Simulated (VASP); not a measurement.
# Si32O (a cell with a defect) in VASP: further runs

Si32O (a cell with a defect) is run at these levels: PBE; tasks: single point.

Everything below comes from runs of VASP 6.6.1. Logs are shortened: lines on timing, memory, paths and dates and some standing lists are left out, and cuts for length are marked.

## Step 1: The cell of the first run

The cell holds a defect, 33 atoms: a = 9.474 Å, b = 9.474 Å, c = 9.474 Å, α = 109.47°, β = 109.47°, γ = 109.47°.

## Step 2: Single point, PBE

INCAR reads:

```
  PREC = Accurate
  ENCUT = 520
  EDIFF = 1E-6
  ISMEAR = 0
  SIGMA = 0.02
  LREAL = Auto
  LASPH = True
  NELM = 60
  ALGO = Normal
  ISIF = 2
  LWAVE = False
  LCHARG = False
  GGA = PE
  NBANDS = 89
```

KPOINTS reads:

```
Automatic mesh
0
Gamma
  2 2 2
  0.5 0.5 0.5
```

POSCAR reads:

```
Si32O
1.0
   -5.4700937642      5.4700937642     -5.4700937642
    5.4700937642     -5.4700937642     -5.4700937642
   -5.4700937642     -5.4700937642      5.4700937642
Si O
32 1
Direct
    0.5039161879     -0.0010120940      0.2534410211
    0.2596431829     -0.0013520987      0.4989748394
    0.0134783476     -0.0018485279      0.7382632312
    0.7550371499      0.7451274123      0.2569732636
    0.7600960988      0.0015922374      0.0482097331
    0.5001488282      0.7445281131      0.4951342965
    0.2538480825      0.7486691967      0.7523557260
    0.0036476275      0.4969178443      0.2519709843
    0.0041376404      0.7493419164      0.0029535967
    0.7547335363      0.5007574221      0.5012111150
    0.5046621186      0.4989283691      0.7526987632
    0.2522091262      0.2475819834      0.2518443161
    0.2556959241      0.4997747912      0.0044938381
    0.0119708033      0.2559107985      0.5178692988
    0.7534780540      0.2550449886      0.7435302879
    0.5042438389      0.2491682384      0.0028155162
    0.7550301740      0.2529803232      0.4978293637
    0.5046838258      0.2486322358      0.7517751248
    0.2522486892      0.2476443135      0.0002406552
    0.0120040931     -0.0009919224      0.4939967807
    0.0134725794      0.2582858524      0.2751119918
    0.7601280337      0.0015542438      0.7117251487
    0.5000775559     -0.0014422861      0.0048964735
    0.2538432479      0.7480989766      0.5013206303
    0.2556259126     -0.0011137764      0.2510397483
    0.0036494424      0.7496663017      0.7514821509
    0.7534451142      0.7414244425      0.0096403070
    0.5042307373      0.4980229226      0.5012515901
    0.5039624650      0.7479616925      0.2504120681
    0.2596576238      0.5039324011      0.7605274285
    0.0041614356      0.4977569976      0.0010020065
    0.7547408972      0.4970194858      0.2532746629
   -0.1945103214      0.0246043695     -0.0972207469
```

Potentials or basis: VASP PAW PBE potentials, release 64 (Si, O).

Run with:

```console
$ cat potpaw_PBE.64/Si/POTCAR potpaw_PBE.64/O/POTCAR > POTCAR
$ mpirun -np 1 vasp_std > vasp.out
```

OUTCAR:

```text
PREC = Accurate
   ENCUT = 520
   EDIFF = 1E-6
   ISMEAR = 0
   LREAL = Auto
   LASPH = True
   NELM = 60
   ISIF = 2
   GGA = PE

 ion  position               nearest neighbor table
   1  0.504  0.999  0.253-  23 2.34  25 2.34  17 2.37  29 2.37
   2  0.260  0.999  0.499-  20 2.33  25 2.34  18 2.36  24 2.36
   3  0.013  0.998  0.738-  20 2.31  22 2.34  26 2.37  19 2.38
   4  0.755  0.745  0.257-  27 2.33  32 2.34  20 2.37  29 2.37
   5  0.760  0.002  0.048-  33 1.63  21 2.34  27 2.34  23 2.35
   6  0.500  0.745  0.495-  29 2.34  22 2.35  24 2.36  28 2.37
[... 24 lines left out ...]
  31  0.004  0.498  0.001-  13 2.37  15 2.37   9 2.38   8 2.38
  32  0.755  0.497  0.253-  10 2.34   4 2.34   8 2.36  16 2.36
  33  0.805  0.025  0.903-   5 1.63  22 1.63

  LATTYP: Found a body centered cubic cell.
 ALAT       =    10.9401875284

  Lattice vectors:

 A1 = (  -5.4700937642,   5.4700937642,  -5.4700937642)
 A2 = (   5.4700937642,  -5.4700937642,  -5.4700937642)
 A3 = (  -5.4700937642,  -5.4700937642,   5.4700937642)

Analysis of symmetry for initial positions (statically):
=====================================================================
 Subroutine PRICEL returns:
 Original cell was already a primitive cell.

 Routine SETGRP: Setting up the symmetry group for a
 body centered cubic supercell.

 Subroutine GETGRP returns: Found  1 space group operations
 (whereof  1 operations were pure point group operations)
 out of a pool of 48 trial point group operations.

The static configuration has the point symmetry C_1 .

Analysis of symmetry for dynamics (positions and initial velocities):
=====================================================================
 Subroutine PRICEL returns:
 Original cell was already a primitive cell.

 Routine SETGRP: Setting up the symmetry group for a
 body centered cubic supercell.

 Subroutine GETGRP returns: Found  1 space group operations
 (whereof  1 operations were pure point group operations)
 out of a pool of 48 trial point group operations.

The dynamic configuration has the point symmetry C_1 .

 Subroutine INISYM returns: Found  1 space group operations
 (whereof  1 operations are pure point group operations),
 and found     1 'primitive' translations

----------------------------------------------------------------------------------------

                                     Primitive cell

  volume of cell :     654.7030

  direct lattice vectors                    reciprocal lattice vectors
    -5.470093764  5.470093764 -5.470093764    -0.091406111  0.000000000 -0.091406111
     5.470093764 -5.470093764 -5.470093764     0.000000000 -0.091406111 -0.091406111
    -5.470093764 -5.470093764  5.470093764    -0.091406111 -0.091406111  0.000000000

  length of vectors
     9.474480322  9.474480322  9.474480322     0.129267762  0.129267762  0.129267762

  position of ions in fractional coordinates (direct lattice)
     0.503916188  0.998987906  0.253441021
     0.259643183  0.998647901  0.498974839
     0.013478348  0.998151472  0.738263231
     0.755037150  0.745127412  0.256973264
     0.760096099  0.001592237  0.048209733
     0.500148828  0.744528113  0.495134296
[... 25 lines left out ...]
     0.754740897  0.497019486  0.253274663
     0.805489679  0.024604369  0.902779253

  ion indices of the primitive-cell ions
   primitive index   ion index
                 1           1
                 2           2
                 3           3
                 4           4
                 5           5
                 6           6
[... 25 lines left out ...]
                32          32
                33          33

----------------------------------------------------------------------------------------

 KPOINTS: Automatic mesh

Automatic generation of k-mesh.
 Grid dimensions read from file:
 generate k-points for:    2    2    2

 Generating k-lattice:

  Cartesian coordinates                     Fractional coordinates (reciprocal lattice)
    -0.045703056  0.000000000 -0.045703056     0.500000000  0.000000000  0.000000000
     0.000000000 -0.045703056 -0.045703056     0.000000000  0.500000000  0.000000000
    -0.045703056 -0.045703056  0.000000000     0.000000000  0.000000000  0.500000000

  Length of vectors
     0.064633881  0.064633881  0.064633881

  Shift w.r.t. Gamma in fractional coordinates (k-lattice)
     0.500000000  0.500000000  0.500000000

 Subroutine IBZKPT returns following result:
 ===========================================

 Found      4 irreducible k-points:

 Following reciprocal coordinates:
            Coordinates               Weight
  0.250000  0.250000  0.250000      2.000000
 -0.250000  0.250000  0.250000      2.000000
  0.250000 -0.250000  0.250000      2.000000
  0.250000  0.250000 -0.250000      2.000000
   k-points           NKPTS =      4   k-points in BZ     NKDIM =      4   number of bands    NBANDS=     89
   number of dos      NEDOS =    301   number of ions     NIONS =     33
   total plane-waves  NPLWV = 343000
   dimension x,y,z NGX =    70 NGY =   70 NGZ =   70
   dimension x,y,z NGXF=   140 NGYF=  140 NGZF=  140
   ions per type =              32   1
   NGX,Y,Z   is equivalent  to a cutoff of  12.28, 12.28, 12.28 a.u.
   NGXF,Y,Z  is equivalent  to a cutoff of  24.57, 24.57, 24.57 a.u.
 SYSTEM =  unknown system
   PREC   = accura    normal or accurate (medium, high low for compatibility)
   ISTART =      0    job   : 0-new  1-cont  2-samecut
   ICHARG =      2    charge: 1-file 2-atom 10-const
   ISPIN  =      1    spin polarized calculation?
   LNONCOLLINEAR =      F non collinear calculations
   LSORBIT =      F    spin-orbit coupling
   LASPH  =      T    aspherical Exc in radial PAW
   ENCUT  =  520.0 eV  38.22 Ry    6.18 a.u.  17.62 17.62 17.62*2*pi/ulx,y,z
   NELM   =     60;   NELMIN=  2; NELMDL= -5     # of ELM steps
   EDIFF  = 0.1E-05   stopping-criterion for ELM
   LREAL  =      T    real-space projection
   EDIFFG = 0.1E-04   stopping-criterion for IOM
   NSW    =      0    number of steps for IOM
   IBRION =     -1    ionic relax: 0-MD 1-quasi-New 2-CG
   NFREE  =      0    steps in history (QN), initial steepest desc. (CG)
   ISIF   =      2    stress and relaxation
   ISYM   =      2    0-nonsym 1-usesym 2-fastsym
   POTIM  = 0.5000    time-step for ionic-motion
   TEBEG  =    0.0;   TEEND  =   0.0 temperature during run
   PSTRESS=    0.0 pullay stress
   NELECT =     134.0000    total number of electrons
   NUPDOWN=      -1.0000    fix difference up-down
   EMIN   =  10.00;   EMAX   =-10.00  energy-range for DOS
   EFERMI =   0.00;   METHOD = LEGACY
   ISMEAR =     0;   SIGMA  =   0.02  broadening in eV -4-tet -1-fermi 0-gaus
   EFERMI_NEDOS =   21; number of points for ismear=-14 and -15
   IALGO  =     38    algorithm
   IMIX   =      4    mixing-type and parameters
     AMIX     =   0.40;   BMIX     =  1.00
     AMIX_MAG =   1.60;   BMIX_MAG =  1.00
  volume/ion in A,a.u.               =      19.84       133.88
  Fermi-wavevector in a.u.,A,eV,Ry     =   0.964780  1.823170 12.664311  0.930801
  Thomas-Fermi vector in A             =   2.094441
   LORBIT       =      0    0 simple, 1 ext, 2 COOP (PROOUT), +10 PAW based schemes
   GGA     = PE    functional components
   LHFCALC =     F    Hartree Fock is set to
   AEXX    =    0.0000 exact exchange contribution
   IVDW    =     0    specifies the selected vdW correction
   LEPSILON=     F    determine dielectric tensor
   LRPA    =     F    only Hartree local field effects (RPA)
 non-spin polarized calculation
 Gauss-broadening in eV      SIGMA  =   0.02
  energy-cutoff  :      520.00
  volume of cell :      654.70
 maximum number of plane-waves:     17628
 NGX is ok and might be reduce to    70
   NGX = 35   NGY = 35   NGZ = 35

 number of electron     133.9999997 magnetization

 Free energy of the ion-electron system (eV)
  ---------------------------------------------------
  ext. energy  EPLUGINS =         0.00000000
  ---------------------------------------------------
  free energy    TOTEN  =      -180.93716370 eV

  energy without entropy =     -180.93716370  energy(sigma->0) =     -180.93716370

 E-fermi :   5.2517     XC(G=0):  -9.3733

 val. band max:        5.1141122561   @ k =   0.2500   0.2500  -0.2500
 cond. band min:       6.4085801925   @ k =   0.2500   0.2500  -0.2500
 fundamental gap:      1.2944679364
 Fermi energy:         5.2517159193

 k-point     1 :       0.2500    0.2500    0.2500
  band No.  band energies     occupation
      1     -14.6762      2.00000
      2      -5.6023      2.00000
      3      -5.4005      2.00000
      4      -5.4002      2.00000
      5      -5.0768      2.00000
      6      -4.6470      2.00000
[... 71 lines left out ...]
     78       7.4489      0.00000
     79       7.4612      0.00000

 k-point     2 :      -0.2500    0.2500    0.2500
  band No.  band energies     occupation
      1     -14.6762      2.00000
      2      -5.8789      2.00000
      3      -5.2251      2.00000
      4      -4.9118      2.00000
      5      -4.8487      2.00000
      6      -4.7082      2.00000
[... 71 lines left out ...]
     78       8.0420      0.00000
     79       8.0521      0.00000

 k-point     3 :       0.2500   -0.2500    0.2500
  band No.  band energies     occupation
      1     -14.6762      2.00000
      2      -5.8781      2.00000
      3      -5.2287      2.00000
      4      -4.9123      2.00000
      5      -4.8477      2.00000
      6      -4.7056      2.00000
[... 71 lines left out ...]
     78       8.0397      0.00000
     79       8.0513      0.00000

 k-point     4 :       0.2500    0.2500   -0.2500
  band No.  band energies     occupation
      1     -14.6762      2.00000
      2      -5.8781      2.00000
      3      -5.2288      2.00000
      4      -4.9124      2.00000
      5      -4.8476      2.00000
      6      -4.7055      2.00000
[... 71 lines left out ...]
     78       8.0397      0.00000
     79       8.0513      0.00000
 [bands above 79 left out]

------------------------ aborting loop because EDIFF is reached ----------------------------------------

  FORCE on cell =-STRESS in cart. coord.  units (eV):
  Direction    XX          YY          ZZ          XY          YZ          ZX
  --------------------------------------------------------------------------------------
  -------------------------------------------------------------------------------------
  Total        6.9133804      7.0167192      6.9108346      4.5449821     -4.5440180     -4.5120726
  in kB       16.9183005     17.1711894     16.9120704     11.1223985    -11.1200393    -11.0418631
  external PRESSURE =      17.0005201 kB  Pullay stress =       0.0000000 kB

 VOLUME and BASIS-vectors are now :
 -----------------------------------------------------------------------------
  energy-cutoff  :      520.00
  volume of cell :      654.70
      direct lattice vectors                 reciprocal lattice vectors
    -5.470093764  5.470093764 -5.470093764    -0.091406111  0.000000000 -0.091406111
     5.470093764 -5.470093764 -5.470093764     0.000000000 -0.091406111 -0.091406111
    -5.470093764 -5.470093764  5.470093764    -0.091406111 -0.091406111  0.000000000

 POSITION                                       TOTAL-FORCE (eV/Angst)
 -----------------------------------------------------------------------------------
      1.32174     -4.09443     -6.83468         0.001874     -0.002982      0.000864
      1.31299     -6.77186     -4.15353         0.002035     -0.002744     -0.001323
      1.34789     -9.42462     -1.49534         0.002786      0.000266      0.000231
     -1.45988     -1.35146     -6.80037        -0.002560      0.004466     -0.001205
     -4.41280      3.88538     -3.90279        -0.025142     -0.028766      0.031164
     -1.37165     -4.04521     -4.10007         0.001929      0.002998     -0.001384
[... 25 lines left out ...]
     -2.79520      0.02432     -5.46181        -0.001202     -0.005687      0.000863
     -9.20980     -0.66677      0.39759        -0.004558      0.001499     -0.005701
 -----------------------------------------------------------------------------------
    total drift:                                0.000234     -0.000575      0.006199

  FREE ENERGIE OF THE ION-ELECTRON SYSTEM (eV)
  ---------------------------------------------------
  free  energy   TOTEN  =      -180.9371636968 eV

  energy  without entropy=     -180.9371636968  energy(sigma->0) =     -180.93716370
```

It took 4.9 min on 1 thread of Intel Xeon 6975P-C (Granite Rapids), shared host; peak memory 0.71 GiB.

Results:

```yaml
Free_energy: -180.9372 eV
Pressure: 1.7 GPa
Largest_force: 0.049 eV/Å
Band_gap_on_the_k_mesh: 1.29 eV
```

Forces on the atoms (eV/Å):
```
Si   0.002 -0.003  0.001
Si   0.002 -0.003 -0.001
Si   0.003  0.000  0.000
Si  -0.003  0.004 -0.001
Si  -0.025 -0.029  0.031
Si   0.002  0.003 -0.001
Si   0.000  0.001  0.000
Si   0.000  0.002  0.001
Si   0.000 -0.001  0.002
Si   0.001  0.005 -0.001
Si   0.003 -0.003 -0.002
Si   0.000  0.001  0.000
Si   0.001  0.002 -0.002
Si   0.000  0.001 -0.005
Si   0.004  0.002 -0.004
Si  -0.001  0.001  0.001
Si  -0.002 -0.003 -0.001
Si  -0.002  0.001  0.002
Si   0.000  0.000  0.002
Si  -0.001 -0.003  0.001
Si   0.000  0.001  0.004
Si   0.028  0.026 -0.025
Si  -0.003 -0.001  0.000
Si   0.000 -0.002 -0.002
Si  -0.003 -0.001  0.000
Si   0.000 -0.003  0.000
Si  -0.005 -0.002  0.004
Si   0.001 -0.001 -0.002
Si   0.001  0.003  0.002
Si   0.000  0.004  0.002
Si   0.003  0.000  0.000
Si  -0.001 -0.006  0.001
O   -0.005  0.001 -0.006
```

Stress tensor (GPa, compression positive):
```
 1.69  1.11 -1.10
 1.11  1.72 -1.11
-1.10 -1.11  1.69
```

(Part 1 of 2 ends here.)
